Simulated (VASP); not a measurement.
CaP2Ru2: single point with LDA

The system is CaP2Ru2.

```
Ca P Ru
1.0
    -2.00231    2.00231    4.76613
     2.00231   -2.00231    4.76613
     2.00231    2.00231   -4.76613
Ca P Ru
1 2 2
Cartesian
  0.0000 0.0000 0.0000
  0.0000 0.0000 6.0067
  0.0000 0.0000 3.5256
  0.0000 2.0023 2.3831
  2.0023 0.0000 2.3831
```

```yaml
Program: VASP 6.6.1
Task: single point
Functional: LDA
Potentials_or_basis: VASP PAW LDA potentials, release 64 (Ca_sv, P, Ru_pv)
Cutoff: 400 eV
k_mesh: 12 × 12 × 12
Occupations: gaussian, width 0.1 eV
Spin: no spin polarisation
Dipole_correction: no
k_mesh_for_the_DOS: 18 × 18 × 18
Occupations_for_the_DOS: tetrahedron
Further_INCAR_settings: ALGO = Normal; EDIFF = 1e-06
```

```json
{
  "Valence electrons inside the program's atomic spheres": "Ca 8.23; P 2.47; Ru 12.96"
}
```

Levels at points of the mesh, in eV from the Fermi level:
| k point | band 21 | band 22 | band 23 | band 24 | band 25 | band 26 | band 27 | band 28 |
| --- | --- | --- | --- | --- | --- | --- | --- | --- |
| (0.00, 0.00, 0.00) | -1.34 | -0.60 | -0.44 | -0.44 | 0.71 | 1.20 | 2.19 | 2.19 |
| (0.50, 0.00, 0.00) | -2.59 | -2.56 | -1.73 | -0.71 | 0.68 | 2.14 | 2.42 | 3.20 |
| (0.50, 0.50, 0.00) | -2.73 | -1.59 | -1.18 | -1.10 | -0.81 | 1.25 | 1.30 | 1.59 |
| (0.50, 0.50, 0.50) | -0.55 | -0.18 | -0.18 | 0.20 | 1.20 | 2.27 | 2.88 | 3.40 |

Run time: 23 min on 1 thread of Intel Xeon 8259CL, on a shared host, peak memory 0.72 GiB.
